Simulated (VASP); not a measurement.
Runs of VASP 6.6.1 on AlNi3. The structure is that of space group Pm-3m (No. 221), or close to it. The cells are those of the table. 

```tsv
cell	gap on the mesh (eV)	pressure (GPa)
a = 3.426 Å, 4 atoms	none	28.3
a = 3.271 Å, 4 atoms	none	84.9
a = 3.187 Å, 4 atoms	none	131.8
a = 3.569 Å, 4 atoms	none	-0.6
a = 3.795 Å, 4 atoms	none	(b)
a = 3.350 Å, 4 atoms	none	(a)
a = 3.637 Å, 4 atoms	none	-9.4
a = 3.523 Å, 4 atoms	none	7.0
```

Alike in all rows: task single point; level PBE; potentials or basis VASP PAW PBE potentials, release 64 (Al, Ni); no spin polarisation; k mesh 10 × 10 × 10; cutoff (eV) 520; smearing fermi-dirac 0.03 eV.

Task: Fill in the values left out.

Result: (a) 51.9; (b) -21.8.

A gap of «none» marks levels without a gap at the run's occupations.
